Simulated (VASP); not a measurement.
IrS: single point with r2SCAN

Crystal: IrS.

```
Ir S
1.0
     0.00000    2.46052    2.46052
     2.46052    0.00000    2.46052
     2.46052    2.46052    0.00000
Ir S
1 1
Direct
  0.50000 0.50000 0.50000
  0.00000 0.00000 0.00000
```

- Program: VASP 6.6.1
- Task: single point
- Functional: r2SCAN
- Potentials or basis: VASP PAW PBE potentials, release 64 (Ir, S)
- Cutoff: 520 eV
- k mesh: 12 × 12 × 12
- Occupations: gaussian, width 0.05 eV
- Spin: no spin polarisation
- Dipole correction: no
- Further INCAR settings: ALGO = Normal; EDIFF = 1e-06; NBANDS = 14

The pressure is 1.2 GPa and the band gap on the k mesh is zero (an odd number of electrons rules out a gap without spin polarisation).

Levels at points of the mesh, in eV from the Fermi level:
```csv
k point,band 5,band 6,band 7,band 8,band 9,band 10,band 11,band 12
"(0.00, 0.00, 0.00)",-2.92,-2.92,-2.44,-2.44,-2.44,3.38,11.26,13.15
"(0.50, 0.00, 0.00)",-1.32,-1.32,-0.68,3.76,4.52,4.52,6.94,6.94
"(0.50, 0.50, 0.00)",-4.12,-2.07,-0.78,-0.78,0.01,1.89,10.85,12.65
```

Run time: 2.9 min on 1 thread of Intel Xeon 8259CL, on a shared host, peak memory 0.19 GiB.

Caveat: the PAW data sets were made with another functional, which shifts forces and pressure a little; spin-orbit coupling is left out, which moves the levels of the heavy elements.
